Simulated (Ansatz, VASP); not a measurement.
## WSe2: VASP beside Ansatz

```
W Se
1.0
     3.28200    0.00000    0.00000
    -1.64100    2.84230    0.00000
     0.00000    0.00000   36.00000
W Se
3 6
Direct
  0.33333 0.66667 0.32292
  0.66667 0.33333 0.50000
  0.33333 0.66667 0.67708
  0.66667 0.33333 0.36889
  0.66667 0.33333 0.27706
  0.33333 0.66667 0.54596
  0.33333 0.66667 0.45404
  0.66667 0.33333 0.72294
  0.66667 0.33333 0.63111
```

Alike in both runs: functional LDA; k mesh 12 × 12 × 1; no spin polarisation.

Ansatz relaxed the structure, and its values are those at the end. VASP's run is a single point on that final structure, the one shown.

|  | VASP | Ansatz |
| --- | --- | --- |
| version | VASP 6.6.1 | Ansatz 0.2.0 |
| potentials or method | VASP PAW LDA potentials, release 64 (W_sv, Se), cutoff 520 eV | scalar-relativistic, plane waves, PAW |
| occupations | gaussian, width 0.01 eV | fixed |
| valence electrons in the cell | 78 | 138 |

```tsv
	VASP	Ansatz	Ansatz less VASP
gap on the k mesh at the Fermi level (eV)	1.05	1.06	+0.010
least direct gap on the mesh (eV)	1.53	1.52	-0.004
rms of the force components (eV/Å)	0.047	0.000	-0.0471
```

LDA's correlation is that of Perdew and Zunger in VASP and of Perdew and Wang (1992) in Ansatz. VASP's potentials hold 78 valence electrons a cell and Ansatz's 138, so a difference there can come from the potentials and not from the codes. Ansatz's warnings: xc potential rough in thin density.

Spin-orbit coupling is off throughout.
